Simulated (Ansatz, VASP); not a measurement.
# One calculation of Pb, two programs

```
Pb
1.0
     0.00000    2.44114    2.44114
     2.44114    0.00000    2.44114
     2.44114    2.44114    0.00000
Pb
1
Cartesian
  0.0000 0.0000 0.0000
```

Alike in both runs: functional LDA; k mesh 14 × 14 × 14; occupations gaussian, width 0.1 eV; no spin polarisation.

Ansatz relaxed the structure, and its values are those at the end. VASP's run is a single point on that final structure, the one shown.

|  | VASP | Ansatz |
| --- | --- | --- |
| version | VASP 6.6.1 | Ansatz 0.2.0 |
| potentials or method | VASP PAW LDA potentials, release 64 (Pb_d), cutoff 520 eV | scalar-relativistic, plane waves, PAW |
| valence electrons in the cell | 14 | 14 |

Ansatz gave:

| Quantity | Value |
| --- | --- |
| gap on the k mesh at the Fermi level (eV) | none |
| pressure (GPa) | 0.0 |

Problem. Estimate VASP's values.

Solution. gap on the k mesh at the Fermi level (eV): none; pressure (GPa): 0.1.

LDA's correlation is that of Perdew and Zunger in VASP and of Perdew and Wang (1992) in Ansatz. A gap of «none» marks a metal or a gap that the smearing closes.

Spin-orbit coupling is off throughout.
